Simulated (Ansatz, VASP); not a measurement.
**NaHF2: VASP beside Ansatz**

```
Na H F
1.0
     1.73909    1.00406    4.57730
    -1.73909    1.00406    4.57730
     0.00000   -2.00813    4.57730
Na H F
1 1 2
Direct
  0.00000 0.00000 0.00000
  0.50000 0.50000 0.50000
  0.41683 0.41683 0.41683
  0.58317 0.58317 0.58317
```

Alike in both runs: functional PBEsol; k mesh 12 × 12 × 12; occupations fermi-dirac, width 0.1 eV; no spin polarisation.

Ansatz relaxed the structure, and its values are those at the end. VASP's run is a single point on that final structure, the one shown.

```csv
,VASP,Ansatz
version,VASP 6.6.1,Ansatz 0.2.0
potentials or method,"VASP PAW PBE potentials, release 64 (Na_pv, H, F)","PAW with Ansatz's default frozen-core files, scalar-relativistic"
plane-wave cutoff (eV),520,420
valence electrons in the cell,22,24
```

Ansatz gave:

| Item | Value |
| --- | --- |
| gap on the k mesh at the Fermi level (eV) | 6.90 |
| pressure (GPa) | 0.0 |
| rms of the force components (eV/Å) | 0.000 |

What did VASP give for the same quantities?

gap on the k mesh at the Fermi level (eV): 6.88; pressure (GPa): 0.0; rms of the force components (eV/Å): 0.026.

VASP's potentials were made for PBE, not for PBEsol. The functional is the same, so the differences come from potentials, cutoffs and numerics. VASP's potentials hold 22 valence electrons a cell and Ansatz's 24, so a difference there can come from the potentials and not from the codes.
